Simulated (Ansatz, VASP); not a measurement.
**One calculation of Ge, two programs**

Contents of POSCAR:

```
Ge
1.0
    3.9576390590      0.0000000000      0.0000000000
   -1.9788195295      3.4274159641      0.0000000000
    0.0000000000      0.0000000000      6.5268913202
Ge
4
Direct
    0.3333333333      0.6666666667      0.0004168366
    0.6666666667      0.3333333333      0.5004168366
    0.3333333333      0.6666666667      0.3745831634
    0.6666666667      0.3333333333      0.8745831634
```

The input INCAR.step1:

```
SYSTEM = Ge
PREC     = Accurate       ! precision mode
ENCUT    = 520            ! plane-wave cutoff, eV
ISMEAR   = -1             ! smearing method
SIGMA    = 0.02           ! smearing width, eV
LREAL    = .False.        ! projectors in reciprocal space
LASPH    = .True.         ! aspherical terms in the spheres
NELM     = 60             ! most SCF steps
NBANDS   = 36             ! bands
GGA      = PE             ! functional
ALGO     = Normal         ! electronic algorithm
EDIFF    = 1E-4           ! SCF threshold, eV
LWAVE    = .True.         ! write WAVECAR
LCHARG   = .False.        ! write CHGCAR
```

The input INCAR.step2:

```
SYSTEM = Ge
PREC     = Accurate       ! precision mode
ENCUT    = 520            ! plane-wave cutoff, eV
EDIFF    = 1E-6           ! SCF threshold, eV
ISMEAR   = -1             ! smearing method
SIGMA    = 0.02           ! smearing width, eV
LREAL    = .False.        ! projectors in reciprocal space
LASPH    = .True.         ! aspherical terms in the spheres
NELM     = 60             ! most SCF steps
ALGO     = Normal         ! electronic algorithm
ISIF     = 2              ! what is computed and relaxed
LWAVE    = .False.        ! write WAVECAR
LCHARG   = .False.        ! write CHGCAR
METAGGA  = R2SCAN         ! meta-GGA
LMIXTAU  = .True.       
NBANDS   = 36             ! bands
ISTART   = 1
```

File KPOINTS:

```
Automatic mesh
0
Gamma
  12 12 4
  0 0 0
```

Input for Ansatz:

```yaml
crystal:
  lattice:
    - [3.957639059, 0.0, 0.0]
    - [-1.9788195295, 3.4274159641, 0.0]
    - [0.0, 0.0, 6.5268913202]
  atoms:
    - { symbol: Ge, position: [0.3333333333, 0.6666666667, 0.0004168366] }
    - { symbol: Ge, position: [0.6666666667, 0.3333333333, 0.5004168366] }
    - { symbol: Ge, position: [0.3333333333, 0.6666666667, 0.3745831634] }
    - { symbol: Ge, position: [0.6666666667, 0.3333333333, 0.8745831634] }
kpoints:
  mp_grid: { grid: [12, 12, 4] }
  band_path:
    path:
      - [0.0, 0.0, 0.0]
      - [0.5, 0.0, 0.0]
      - [0.3333333333, 0.3333333333, 0.0]
      - [0.0, 0.0, 0.5]
      - [0.5, 0.0, 0.5]
      - [0.3333333333, 0.3333333333, 0.5]
      - [0.0, 0.0, -0.113932]
    npoints: 1
hamiltonian:
  xc: r2scan
scf:
  occupations: { method: fermi_dirac, width: 0.02 }
  n_extra_bands: 5
output:
  forces: true
  stress: true
  eigenvalues: true
  write_density: true
  write_potential: true
  elf: true
  volumetric_format: npy
```

Change from the starting cell: hydrostatic strain -1.0%.

Alike in both runs: task single point; functional r2SCAN; k mesh 12 × 12 × 4; occupations fermi-dirac, width 0.02 eV; no spin polarisation.

```csv
,VASP,Ansatz
version,VASP 6.6.1,Ansatz 0.2.0
potentials or method,"VASP PAW PBE potentials, release 64 (Ge_d)","plane waves, PAW"
plane-wave cutoff (eV),520,500
valence electrons in the cell,56,56
```

VASP gave:

* pressure (GPa): 2.4
* traceless stress, the component that is largest in VASP (GPa): 0.20
* rms of the force components (eV/Å): 0.003

Problem. Which values does Ansatz return?

Solution. Pressure (GPa): 2.3; traceless stress, the component that is largest in VASP (GPa): 0.21; rms of the force components (eV/Å): 0.003.

VASP's potentials were made for PBE, not for r2SCAN. Atom by atom the forces differ by 0.000 eV/Å (rms over components).
